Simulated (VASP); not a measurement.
TiNi, 2 atoms in the cell. It takes space group P4/mmm (No. 123, tetragonal). The conventional cell has a = 2.736 Å, b = 2.736 Å, c = 3.581 Å, α = 90.00°, β = 90.00°, γ = 90.00°. Ti (site symmetry 4/mmm) has 8 Ni at 2.64 Å and 6 Ti at 2.74 to 3.58 Å within 3.6 Å. Ni (site symmetry 4/mmm) has 8 Ti at 2.64 Å and 6 Ni at 2.74 to 3.58 Å within 3.6 Å. 

- Program: VASP 6.6.1
- Task: single point
- Functional: LDA
- Potentials or basis: VASP PAW LDA potentials, release 64 (Ti_sv, Ni)
- Cutoff: 520 eV
- k mesh: 11 × 11 × 8
- Occupations: fermi-dirac, width 0.1 eV
- Spin: collinear spin, ferromagnetic start
- Starting moments: [0.0, 2.0] μB
- Dipole correction: no
- Further INCAR settings: ALGO = Normal; EDIFF = 1e-06; NBANDS = 22

Potentials or basis: VASP PAW LDA potentials, release 64 (Ti_sv, Ni).

Command:

```bash
$ cat potpaw_LDA.64/Ti_sv/POTCAR potpaw_LDA.64/Ni/POTCAR > POTCAR
$ mpirun -np 1 vasp_std > vasp.out
```

Hardware: 1 thread of Intel(R) Xeon(R) Platinum 8488C (Sapphire Rapids), on a shared host.

Question: Estimate the wall time of this run.

Answer: Wall time 70 s on 1 thread of Intel(R) Xeon(R) Platinum 8488C (Sapphire Rapids), with other jobs on the host, peak memory 0.2 GiB. Counts: scf iterations 16, k points 105.
